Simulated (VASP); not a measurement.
A run of VASP 6.6.1 is set up as follows.

INCAR

```
ALGO     = Normal         # electronic algorithm
EDIFF    = 1E-6           # SCF threshold, eV
ENCUT    = 520            # plane-wave cutoff, eV
ISIF     = 2              # what is computed and relaxed
ISMEAR   = -1             # smearing method
LASPH    = T              # aspherical terms in the spheres
LCHARG   = T              # write CHGCAR
LELF     = T              # ELF
LREAL    = F              # projectors in reciprocal space
LVHAR    = T            
LWAVE    = F              # write WAVECAR
NBANDS   = 26             # bands
NELM     = 100            # most SCF steps
PREC     = Accurate       # precision mode
SIGMA    = 0.3            # smearing width, eV
```

The input KPOINTS:

```
k-points
0
Gamma
  8 8 7
```

The input POSCAR:

```
LaGa2
1.0
    4.2616144644      0.0000000000      0.0000000000
   -2.1308072322      3.6906666395      0.0000000000
    0.0000000000      0.0000000000      4.3563170081
La Ga
1 2
Direct
    0.0000000000      0.0000000000      0.0000000000
    0.3333333333      0.6666666667      0.5000000000
    0.6666666667      0.3333333333      0.5000000000
```

Potentials or basis: VASP PAW LDA potentials, release 64 (La, Ga_d).

Launch:

```sh
$ cat potpaw_LDA.64/La/POTCAR potpaw_LDA.64/Ga_d/POTCAR > POTCAR
$ mpirun -np 1 vasp_std > vasp.out
```

(1) Estimate the band gap on the k mesh.

(2) What does it give for the pressure?

Results:

(1) zero (an odd number of electrons rules out a gap without spin polarisation).

(2) -1.3 GPa.

Caveat: so wide a smearing shifts energies and pressures; spin-orbit coupling is left out, which moves the levels of the heavy elements.
